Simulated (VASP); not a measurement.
Set up this calculation in VASP 6.6.1, as the native input.

```yaml
Task: relaxation of cell and atoms
Functional: PBE
Potentials_or_basis: VASP PAW PBE potentials, release 64 (Nd_3, S), 4f in core
Cutoff: 500 eV
k_mesh: 8 × 8 × 8
Occupations: gaussian, width 0.1 eV
Spin: no spin polarisation
Dipole_correction: no
Further_INCAR_settings: ALGO = Normal; EDIFF = 1e-07; IBRION = 2; EDIFFG = -0.01; NSW = 100; ISIF = 3
```

The structure of Nd4S lies in POSCAR:

```
Nd4S
1.0
   -3.3909227337      3.3909227337      3.3909227337
    3.3909227337     -3.3909227337      3.3909227337
    3.3909227337      3.3909227337     -3.3909227337
Nd S
4 1
Direct
    0.5000000000      0.5000000000      0.5000000000
    0.5000000000      0.0000000000      0.0000000000
    0.0000000000      0.0000000000      0.5000000000
    0.0000000000      0.5000000000      0.0000000000
    0.0000000000      0.0000000000      0.0000000000
```

The cell was generated, and may not be a known phase.

The input as run:

INCAR

```
PREC = Accurate ; ENCUT = 500
EDIFF = 1E-7 ; ISMEAR = 0
SIGMA = 0.1 ; LREAL = F
LASPH = T ; NELM = 200
ALGO = Normal ; ISIF = 3
LWAVE = F ; LCHARG = F
GGA = PE ; IBRION = 2
NSW = 100 ; EDIFFG = -0.01
GGA_COMPAT = F ; NELMIN = 4
LMAXMIX = 6
```

KPOINTS

```
Automatic mesh
0
Gamma
  8 8 8
```

Potentials or basis: VASP PAW PBE potentials, release 64 (Nd_3, S), 4f in core.

The run is started by

```bash
$ cat potpaw_PBE.64/Nd_3/POTCAR potpaw_PBE.64/S/POTCAR > POTCAR
$ mpirun -np 1 vasp_std > vasp.out
```

It gave:

* Relaxed volume: 31.39 Å³/atom
* Relaxed cell: a = 5.886 Å, b = 5.886 Å, c = 5.886 Å, α = 109.47°, β = 109.47°, γ = 109.47°
* Space group after relaxing (to 0.1 Å): Im-3m (No. 229)
* Energy gained by relaxing: 0.2 meV/atom
* Ionic steps: 3
* Pressure after relaxing: 0.0 GPa
* Band gap on the k mesh: zero (bands 25 and 26 overlap by 0.83 eV)

Caveat: spin-orbit coupling is left out, which moves the levels of the heavy elements; the 4f electrons are frozen in the core, so they carry no moment and show no levels; the run has no spin polarisation, though such a crystal can be magnetic.

Wall time 3.8 min on 1 thread of Intel(R) Xeon(R) 6975P-C (Granite Rapids) (shared host), peak memory 0.39 GiB.
